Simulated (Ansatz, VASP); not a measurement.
**Si2Ge: VASP beside Ansatz**

```
CELL_PARAMETERS angstrom
3.92786 0.00000 0.00000
-1.96393 3.40163 0.00000
0.00000 0.00000 9.61935
ATOMIC_POSITIONS crystal
Si 0.00000 0.00000 0.37746
Si 0.33333 0.66667 0.03946
Si 0.00000 0.00000 0.62254
Si 0.66667 0.33333 0.96054
Ge 0.66667 0.33333 0.70805
Ge 0.33333 0.66667 0.29195
```

Alike in both runs: task relaxation of cell and atoms; functional PBE; k mesh 12 × 12 × 4; no spin polarisation.

|  | VASP | Ansatz |
| --- | --- | --- |
| version | VASP 6.6.1 | Ansatz 0.2.0 |
| potentials or method | VASP PAW PBE potentials, release 64 (Si, Ge_d), cutoff 500 eV | scalar-relativistic, plane waves, PAW |
| occupations | gaussian, width 0.01 eV | fixed |
| valence electrons in the cell | 44 | 44 |

|  | VASP | Ansatz | Ansatz less VASP |
| --- | --- | --- | --- |
| gap on the k mesh at the Fermi level, each at its own relaxed structure (eV) | 0.59 | 0.59 | -0.001 |
| relaxed volume (Å³/atom) | 21.39 | 21.42 | +0.028 |
| relaxed length of the cell vector where the two differ most in proportion (Å) | 3.926 | 3.928 | +0.0018 |
